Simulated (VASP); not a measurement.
# HfN (Cm) in VASP: further runs

Runs on HfN. Level: PBE. Tasks: single point.

All numbers are computed with VASP 6.6.1; they aren't measurements. Logs are shortened: lines on timing, memory, paths and dates and some standing lists are left out, and cuts for length are marked.

## (1) The cell of the first run

It takes space group Cm (No. 8, monoclinic). The conventional cell has a = 5.533 Å, b = 3.195 Å, c = 3.195 Å, α = 90.00°, β = 125.26°, γ = 90.00°. Hf (site symmetry m) has 6 N at 2.07 to 2.47 Å within 2.7 Å. Within 2.7 Å of N (site symmetry m) lie 6 Hf at 2.07 to 2.47 Å.

## (2) Single point, PBE (atom 1 (Hf) moved by (-0.200, -0.200) A along [1 1 0] and z)

INCAR reads:

```
ALGO     = Normal         # electronic algorithm
EDIFF    = 1E-6           # SCF threshold, eV
ENCUT    = 520            # plane-wave cutoff, eV
GGA      = PE             # functional
ISIF     = 2              # what is computed and relaxed
ISMEAR   = 1              # smearing method
LASPH    = True           # aspherical terms in the spheres
LCHARG   = False          # write CHGCAR
LREAL    = False          # projectors in reciprocal space
LWAVE    = False          # write WAVECAR
NBANDS   = 14             # bands
NELM     = 80             # most SCF steps
PREC     = Accurate       # precision mode
SIGMA    = 0.2            # smearing width, eV
```

KPOINTS reads:

```
k-points
0
Gamma
  18 18 18
```

POSCAR reads:

```
HfN
1.0
    0.0000000000      2.2590000000      2.2590000000
    2.2590000000      0.0000000000      2.2590000000
    2.2590000000      2.2590000000      0.0000000000
Hf N
1 1
Direct
   -0.0442673749     -0.0442673749     -0.0183361471
    0.5000000000      0.5000000000      0.5000000000
```

Potentials or basis: VASP PAW PBE potentials, release 64 (Hf_pv, N).

On the command line:

```
$ cat potpaw_PBE.64/Hf_pv/POTCAR potpaw_PBE.64/N/POTCAR > POTCAR
$ mpirun -np 1 vasp_std > vasp.out
```

OUTCAR:

```text
EDIFF = 1E-6
   ENCUT = 520
   GGA = PE
   ISIF = 2
   ISMEAR = 1
   LASPH = True
   LREAL = False
   NELM = 80
   PREC = Accurate

 ion  position               nearest neighbor table
   1  0.956  0.956  0.982-   2 2.07   2 2.13   2 2.13   2 2.41   2 2.41   2 2.47
   2  0.500  0.500  0.500-   1 2.07   1 2.13   1 2.13   1 2.41   1 2.41   1 2.47

  LATTYP: Found a face centered cubic cell.
 ALAT       =     4.5180000000

  Lattice vectors:

 A1 = (   0.0000000000,   2.2590000000,   2.2590000000)
 A2 = (   2.2590000000,   0.0000000000,   2.2590000000)
 A3 = (   2.2590000000,   2.2590000000,   0.0000000000)

Analysis of symmetry for initial positions (statically):
=====================================================================
 Subroutine PRICEL returns:
 Original cell was already a primitive cell.

 Routine SETGRP: Setting up the symmetry group for a
 face centered cubic supercell.

 Subroutine GETGRP returns: Found  2 space group operations
 (whereof  2 operations were pure point group operations)
 out of a pool of 48 trial point group operations.

The static configuration has the point symmetry C_1h.

Analysis of symmetry for dynamics (positions and initial velocities):
=====================================================================
 Subroutine PRICEL returns:
 Original cell was already a primitive cell.

 Routine SETGRP: Setting up the symmetry group for a
 face centered cubic supercell.

 Subroutine GETGRP returns: Found  2 space group operations
 (whereof  2 operations were pure point group operations)
 out of a pool of 48 trial point group operations.

The dynamic configuration has the point symmetry C_1h.

 Subroutine INISYM returns: Found  2 space group operations
 (whereof  2 operations are pure point group operations),
 and found     1 'primitive' translations

----------------------------------------------------------------------------------------

                                     Primitive cell

  volume of cell :      23.0557

  direct lattice vectors                    reciprocal lattice vectors
     0.000000000  2.259000000  2.259000000    -0.221336875  0.221336875  0.221336875
     2.259000000  0.000000000  2.259000000     0.221336875 -0.221336875  0.221336875
     2.259000000  2.259000000  0.000000000     0.221336875  0.221336875 -0.221336875

  length of vectors
     3.194708437  3.194708437  3.194708437     0.383366713  0.383366713  0.383366713

  position of ions in fractional coordinates (direct lattice)
     0.955732625  0.955732625  0.981663853
     0.500000000  0.500000000  0.500000000

  ion indices of the primitive-cell ions
   primitive index   ion index
                 1           1
                 2           2

----------------------------------------------------------------------------------------

 KPOINTS: k-points

Automatic generation of k-mesh.
 Grid dimensions read from file:
 generate k-points for:   18   18   18

 Generating k-lattice:

  Cartesian coordinates                     Fractional coordinates (reciprocal lattice)
    -0.012296493  0.012296493  0.012296493     0.055555556  0.000000000  0.000000000
     0.012296493 -0.012296493  0.012296493     0.000000000  0.055555556  0.000000000
     0.012296493  0.012296493 -0.012296493     0.000000000  0.000000000  0.055555556

  Length of vectors
     0.021298151  0.021298151  0.021298151

  Shift w.r.t. Gamma in fractional coordinates (k-lattice)
     0.000000000  0.000000000  0.000000000

 Subroutine IBZKPT returns following result:
 ===========================================

 Found   1550 irreducible k-points:

 Following reciprocal coordinates:
            Coordinates               Weight
  0.000000  0.000000  0.000000      1.000000
  0.055556  0.000000  0.000000      4.000000
  0.000000  0.000000  0.055556      2.000000
  0.055556  0.055556  0.055556      2.000000
  0.111111  0.000000  0.000000      4.000000
  0.000000  0.000000  0.111111      2.000000
[... 16 lines left out ...]
  0.444444  0.000000  0.000000      4.000000
  0.000000  0.000000  0.444444      2.000000
 [... further k-points ...]
   k-points           NKPTS =   1550   k-points in BZ     NKDIM =   1550   number of bands    NBANDS=     14
   number of dos      NEDOS =    301   number of ions     NIONS =      2
   total plane-waves  NPLWV =  13824
   dimension x,y,z NGX =    24 NGY =   24 NGZ =   24
   dimension x,y,z NGXF=    48 NGYF=   48 NGZF=   48
   ions per type =               1   1
   NGX,Y,Z   is equivalent  to a cutoff of  12.49, 12.49, 12.49 a.u.
   NGXF,Y,Z  is equivalent  to a cutoff of  24.98, 24.98, 24.98 a.u.
 SYSTEM =  unknown system
   PREC   = accura    normal or accurate (medium, high low for compatibility)
   ISTART =      0    job   : 0-new  1-cont  2-samecut
   ICHARG =      2    charge: 1-file 2-atom 10-const
   ISPIN  =      1    spin polarized calculation?
   LNONCOLLINEAR =      F non collinear calculations
   LSORBIT =      F    spin-orbit coupling
   LASPH  =      T    aspherical Exc in radial PAW
   ENCUT  =  520.0 eV  38.22 Ry    6.18 a.u.   5.94  5.94  5.94*2*pi/ulx,y,z
   NELM   =     80;   NELMIN=  2; NELMDL= -5     # of ELM steps
   EDIFF  = 0.1E-05   stopping-criterion for ELM
   LREAL  =      F    real-space projection
   EDIFFG = 0.1E-04   stopping-criterion for IOM
   NSW    =      0    number of steps for IOM
   IBRION =     -1    ionic relax: 0-MD 1-quasi-New 2-CG
   NFREE  =      0    steps in history (QN), initial steepest desc. (CG)
   ISIF   =      2    stress and relaxation
   ISYM   =      2    0-nonsym 1-usesym 2-fastsym
   POTIM  = 0.5000    time-step for ionic-motion
   TEBEG  =    0.0;   TEEND  =   0.0 temperature during run
   PSTRESS=    0.0 pullay stress
   NELECT =      15.0000    total number of electrons
   NUPDOWN=      -1.0000    fix difference up-down
   EMIN   =  10.00;   EMAX   =-10.00  energy-range for DOS
   EFERMI =   0.00;   METHOD = LEGACY
   ISMEAR =     1;   SIGMA  =   0.20  broadening in eV -4-tet -1-fermi 0-gaus
   EFERMI_NEDOS =   21; number of points for ismear=-14 and -15
   IALGO  =     38    algorithm
   IMIX   =      4    mixing-type and parameters
     AMIX     =   0.40;   BMIX     =  1.00
     AMIX_MAG =   1.60;   BMIX_MAG =  1.00
  volume/ion in A,a.u.               =      11.53        77.79
  Fermi-wavevector in a.u.,A,eV,Ry     =   1.418553  2.680677 27.378918  2.012294
  Thomas-Fermi vector in A             =   2.539667
   LORBIT       =      0    0 simple, 1 ext, 2 COOP (PROOUT), +10 PAW based schemes
   GGA     = PE    functional components
   LHFCALC =     F    Hartree Fock is set to
   AEXX    =    0.0000 exact exchange contribution
   IVDW    =     0    specifies the selected vdW correction
   LEPSILON=     F    determine dielectric tensor
   LRPA    =     F    only Hartree local field effects (RPA)
 non-spin polarized calculation
 Methfessel and Paxton  Order N= 1 SIGMA  =   0.20
  energy-cutoff  :      520.00
  volume of cell :       23.06
 maximum number of plane-waves:       636
   NGX = 11   NGY = 11   NGZ = 11

 number of electron      15.0000000 magnetization

 Free energy of the ion-electron system (eV)
  ---------------------------------------------------
  ext. energy  EPLUGINS =         0.00000000
  ---------------------------------------------------
  free energy    TOTEN  =       -21.29348567 eV

  energy without entropy =      -21.29400423  energy(sigma->0) =      -21.29365853

 E-fermi :   8.3377     XC(G=0): -12.6991

 val. band max:        8.3360381590   @ k =  -0.2222   0.4444   0.2778
 cond. band min:       8.3386527863   @ k =   0.1667   0.4444  -0.1111
 fundamental gap:      0.0026146274
 Fermi energy:         8.3376958922

 k-point     1 :       0.0000    0.0000    0.0000
  band No.  band energies     occupation
      1     -22.7287      2.00000
      2     -22.6849      2.00000
      3     -22.6815      2.00000
      4      -9.1350      2.00000
      5       4.3554      2.00000
      6       4.4767      2.00000
      7       4.5352      2.00000
      8       8.2249      1.80638
      9       8.5301     -0.04143
     10       9.4413     -0.00000
     11      10.0402     -0.00000
     12      11.0969     -0.00000
     13      11.4053     -0.00000
     14      17.7832      0.00000

 k-point     2 :       0.0556    0.0000    0.0000
  band No.  band energies     occupation
      1     -22.7468      2.00000
      2     -22.7002      2.00000
      3     -22.6870      2.00000
      4      -9.0631      2.00000
      5       3.9621      2.00000
      6       4.4302      2.00000
      7       4.6516      2.00000
      8       8.2294      1.78389
      9       8.4730      0.09721
     10       9.2848     -0.00000
     11      10.2741     -0.00000
     12      11.4163     -0.00000
     13      11.6934     -0.00000
     14      18.0272      0.00000

 k-point     3 :       0.0000    0.0000    0.0556
  band No.  band energies     occupation
      1     -22.7401      2.00000
      2     -22.7099      2.00000
      3     -22.6845      2.00000
      4      -9.0623      2.00000
      5       3.9603      2.00000
      6       4.3958      2.00000
      7       4.7058      2.00000
      8       8.1637      2.01169
      9       8.5150     -0.01790
     10       9.2841     -0.00000
     11      10.2763     -0.00000
     12      11.3509     -0.00000
     13      11.7629     -0.00000
     14      18.0249      0.00000

 k-point     4 :       0.0556    0.0556    0.0556
  band No.  band energies     occupation
      1     -22.7564      2.00000
      2     -22.6913      2.00000
      3     -22.6842      2.00000
      4      -9.0673      2.00000
      5       4.1466      2.00000
      6       4.3646      2.00000
      7       4.4283      2.00000
      8       8.3089      1.24131
      9       8.5839     -0.07090
     10       9.2515     -0.00000
     11      10.4100     -0.00000
     12      11.3141     -0.00000
     13      11.6042     -0.00000
     14      18.0422      0.00000

 k-point     5 :       0.1111    0.0000    0.0000
  band No.  band energies     occupation
      1     -22.8300      2.00000
      2     -22.7192      2.00000
      3     -22.6956      2.00000
      4      -8.8555      2.00000
      5       3.3451      2.00000
      6       4.1741      2.00000
      7       4.6115      2.00000
      8       8.1698      1.99893
      9       8.4762      0.08561
     10       9.1924     -0.00000
     11      10.8746     -0.00000
[... 276 lines left out ...]
 k-point    22 :       0.3889    0.3889    0.3889
  band No.  band energies     occupation
      1     -23.5627      2.00000
      2     -22.7710      2.00000
      3     -22.7597      2.00000
      4      -7.0027      2.00000
      5       0.1743      2.00000
      6       2.1996      2.00000
      7       2.2102      2.00000
      8      10.4142     -0.00000
      9      11.5061     -0.00000
     10      11.5999     -0.00000
     11      14.1400      0.00000
     12      16.3518      0.00000
     13      16.6419      0.00000
     14      19.8746      0.00000

 k-point    23 :       0.4444    0.0000    0.0000
  band No.  band energies     occupation
      1     -23.6624      2.00000
      2     -22.8009      2.00000
      3     -22.7772      2.00000
      4      -6.6048      2.00000
      5      -0.3187      2.00000
      6       2.2810      2.00000
      7       2.5887      2.00000
      8      10.4290     -0.00000
      9      11.6153     -0.00000
     10      12.1798     -0.00000
     11      12.9084      0.00000
     12      16.5649      0.00000
     13      16.9432      0.00000
     14      20.1565      0.00000

 k-point    24 :       0.0000    0.0000    0.4444
  band No.  band energies     occupation
      1     -23.6639      2.00000
      2     -22.8105      2.00000
      3     -22.7769      2.00000
      4      -6.5715      2.00000
      5      -0.3417      2.00000
      6       2.3419      2.00000
      7       2.6579      2.00000
      8      10.3826     -0.00000
      9      11.6548     -0.00000
     10      11.9836     -0.00000
     11      12.8470      0.00000
     12      16.3196      0.00000
     13      16.9924      0.00000
     14      20.2635      0.00000

 [... further k-points ...]

------------------------ aborting loop because EDIFF is reached ----------------------------------------

  FORCE on cell =-STRESS in cart. coord.  units (eV):
  Direction    XX          YY          ZZ          XY          YZ          ZX
  --------------------------------------------------------------------------------------
  -------------------------------------------------------------------------------------
  Total        1.5558506      1.5558506      2.6886093     -0.1286187     -0.2129442     -0.2129441
  in kB      108.1184435    108.1184435    186.8355793     -8.9379086    -14.7978205    -14.7978135
  external PRESSURE =     134.3574888 kB  Pullay stress =       0.0000000 kB

 VOLUME and BASIS-vectors are now :
 -----------------------------------------------------------------------------
  energy-cutoff  :      520.00
  volume of cell :       23.06
      direct lattice vectors                 reciprocal lattice vectors
     0.000000000  2.259000000  2.259000000    -0.221336875  0.221336875  0.221336875
     2.259000000  0.000000000  2.259000000     0.221336875 -0.221336875  0.221336875
     2.259000000  2.259000000  0.000000000     0.221336875  0.221336875 -0.221336875

 POSITION                                       TOTAL-FORCE (eV/Angst)
 -----------------------------------------------------------------------------------
      4.37658      4.37658      4.31800         1.555587      1.555587      2.354698
      2.25900      2.25900      2.25900        -1.555587     -1.555587     -2.354698
 -----------------------------------------------------------------------------------
    total drift:                               -0.000246     -0.000246     -0.000318

  FREE ENERGIE OF THE ION-ELECTRON SYSTEM (eV)
  ---------------------------------------------------
  free  energy   TOTEN  =       -21.2934856745 eV

  energy  without entropy=      -21.2940042294  energy(sigma->0) =      -21.29365853
```

Wall time 3.6 min (1 thread of Intel Xeon 6975P-C, shared host); peak memory 0.59 GiB.

Results:

```
Free energy   : -21.2935 eV
Pressure      : 13.4 GPa
Largest force : 3.222 eV/Å
```

Forces on the atoms (eV/Å):
```
Hf   1.556  1.556  2.355
N   -1.556 -1.556 -2.355
```

Caveat: the cell differs from its parent crystal (atom 1 (Hf) moved by (-0.200, -0.200) A along [1 1 0] and z); spin-orbit coupling is left out, which moves the levels of the heavy elements; forces of over 1 eV/Å act on the atoms, so gaps and moduli don't describe the material at rest.

## (3) Single point, PBE (atom 1 (Hf) moved by (-0.200, -0.100) A along [1 1 0] and z)

INCAR reads:

```
SYSTEM = HfN
PREC     = Accurate       ! precision mode
ENCUT    = 520            ! plane-wave cutoff, eV
EDIFF    = 1E-7           ! SCF threshold, eV
ISMEAR   = 1              ! smearing method
SIGMA    = 0.2            ! smearing width, eV
LREAL    = .False.        ! projectors in reciprocal space
LASPH    = .True.         ! aspherical terms in the spheres
NELM     = 100            ! most SCF steps
ALGO     = Normal         ! electronic algorithm
ISIF     = 2              ! what is computed and relaxed
LWAVE    = .False.        ! write WAVECAR
LCHARG   = .False.        ! write CHGCAR
GGA      = PE             ! functional
NBANDS   = 14             ! bands
```

KPOINTS reads:

```
regular mesh
0
Gamma
  18 18 18
  0 0 0
```

Edit POSCAR of step 2 so:

```diff
@@ -8,3 +8,3 @@
 Direct
-   -0.0442673749     -0.0442673749     -0.0183361471
+   -0.0221336875     -0.0221336875     -0.0404698345
     0.5000000000      0.5000000000      0.5000000000
```

Potentials or basis: VASP PAW PBE potentials, release 64 (Hf_pv, N).

On the command line:

```
$ cat potpaw_PBE.64/Hf_pv/POTCAR potpaw_PBE.64/N/POTCAR > POTCAR
$ mpirun -np 1 vasp_std > vasp.out
```

Wall time 3.4 min (1 thread of Intel Xeon 6975P-C, shared host); peak memory 0.59 GiB.

Results (log left out):

- Free energy: -21.4648 eV
- Pressure: 9.6 GPa
- Largest force: 2.549 eV/Å

Forces in eV/Å, atoms in the order of the input:
```
Hf   1.619  1.619  1.120
N   -1.619 -1.619 -1.120
```

Stress tensor (GPa, compression positive):
```
10.84 -1.15 -0.69
-1.15 10.84 -0.69
-0.69 -0.69  7.11
```

Levels at points of the mesh, in eV from the Fermi level:
| k point | band 3 | band 4 | band 5 | band 6 | band 7 | band 8 | band 9 | band 10 | band 11 | band 12 |
| --- | --- | --- | --- | --- | --- | --- | --- | --- | --- | --- |
| (0.00, 0.00, 0.00) | -31.06 | -17.48 | -3.72 | -3.59 | -3.56 | -0.17 | 0.03 | 0.68 | 1.72 | 2.50 |
| (0.50, 0.00, 0.00) | -31.16 | -14.81 | -8.83 | -6.11 | -5.91 | 2.84 | 3.50 | 3.69 | 4.45 | 8.35 |
| (0.00, 0.00, 0.50) | -31.16 | -14.83 | -8.81 | -6.15 | -5.96 | 2.81 | 3.58 | 3.82 | 4.46 | 8.59 |
| (0.50, 0.50, 0.50) | -31.15 | -14.92 | -8.73 | -6.30 | -6.28 | 3.07 | 3.81 | 3.89 | 4.99 | 8.83 |
| (0.50, 0.50, 0.00) | -31.38 | -16.36 | -5.39 | -5.12 | -3.83 | -2.14 | 4.37 | 5.28 | 5.55 | 5.58 |
| (0.00, 0.50, 0.50) | -31.37 | -16.35 | -5.36 | -4.94 | -3.79 | -2.37 | 4.33 | 5.27 | 5.54 | 5.57 |

Caveat: the cell differs from its parent crystal (atom 1 (Hf) moved by (-0.200, -0.100) A along [1 1 0] and z); spin-orbit coupling is left out, which moves the levels of the heavy elements; forces of over 1 eV/Å act on the atoms, so gaps and moduli don't describe the material at rest.
